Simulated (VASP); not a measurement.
Ir: single point with LDA

Crystal: Ir.

```
Ir
1.0
     0.00000    1.76021    2.05417
     1.76021    0.00000    2.05417
     1.76021    1.76021    0.00000
Ir
1
Direct
  0.00000 0.00000 0.00000
```

This cell differs from its parent crystal: volume 12.729 Å^3 an atom, c/a of the conventional cell 1.1670.

```
Program                : VASP 6.6.1
Task                   : single point
Functional             : LDA
Potentials or basis    : VASP PAW LDA potentials, release 64 (Ir)
Cutoff                 : 520 eV
k mesh                 : 22 × 22 × 22
Occupations            : gaussian, width 0.15 eV
Spin                   : no spin polarisation
Dipole correction      : no
Further INCAR settings : ALGO = Normal; EDIFF = 1e-07; NBANDS = 10
```

| Property | Result |
| --- | --- |
| Pressure | 53.3 GPa |

Stress tensor (GPa, compression positive):
```
78.61  0.00  0.00
 0.00 78.61  0.00
 0.00  0.00  2.60
```

Levels at points of the mesh, in eV from the Fermi level:
| k point | band 1 | band 2 | band 3 | band 4 | band 5 | band 6 | band 7 | band 8 | band 9 |
| --- | --- | --- | --- | --- | --- | --- | --- | --- | --- |
| (0.00, 0.00, 0.00) | -12.23 | -6.09 | -3.52 | -3.52 | -3.20 | 0.20 | 14.54 | 17.06 | 22.22 |
| (0.50, 0.00, 0.00) | -9.23 | -5.78 | -3.45 | -0.84 | 0.63 | 1.54 | 8.80 | 13.24 | 20.28 |
| (0.50, 0.50, 0.00) | -9.30 | -8.55 | -0.32 | 1.50 | 1.65 | 1.65 | 9.16 | 14.30 | 14.30 |
| (0.50, 0.00, 0.50) | -9.20 | -8.41 | 0.39 | 0.62 | 3.08 | 3.22 | 10.46 | 12.67 | 13.91 |

Wall time 51 s on 1 thread of AMD EPYC 9R45 96-Core Processor (Zen 5) (shared host), peak memory 0.19 GiB.

Caveat: spin-orbit coupling is left out, which moves the levels of the heavy elements.
